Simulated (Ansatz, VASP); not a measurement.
## Two plane-wave programs on PW

```xyz
2
Lattice="0.0000 2.2528 2.2528 2.2528 0.0000 2.2528 2.2528 2.2528 0.0000" Properties=species:S:1:pos:R:3 pbc="T T T"
W     0.0000    0.0000    0.0000
P     1.1264    1.1264    1.1264
```

Change from the starting cell: volume scaled by 0.6, PAW files.

Alike in both runs: task single point; functional LDA; k mesh 12 × 12 × 12; occupations fermi-dirac, width 0.1 eV; no spin polarisation.

```csv
,VASP,Ansatz
version,VASP 6.6.1,Ansatz 0.2.0
potentials or method,"VASP PAW LDA potentials, release 64 (W_sv, P)","PAW with Ansatz's default frozen-core files, scalar-relativistic"
plane-wave cutoff (eV),520,420
valence electrons in the cell,19,19
```

VASP gave:

```
pressure (GPa) : 220.0
```

Task: Estimate Ansatz's values.

Result: Pressure (GPa): 218.7.

LDA's correlation is that of Perdew and Zunger in VASP and of Perdew and Wang (1992) in Ansatz. Both programs put the cell under a high pressure, so it lies far from rest at this level.

Neither program's run includes spin-orbit coupling. Noted on VASP's run: the cell as given lies far from equilibrium.
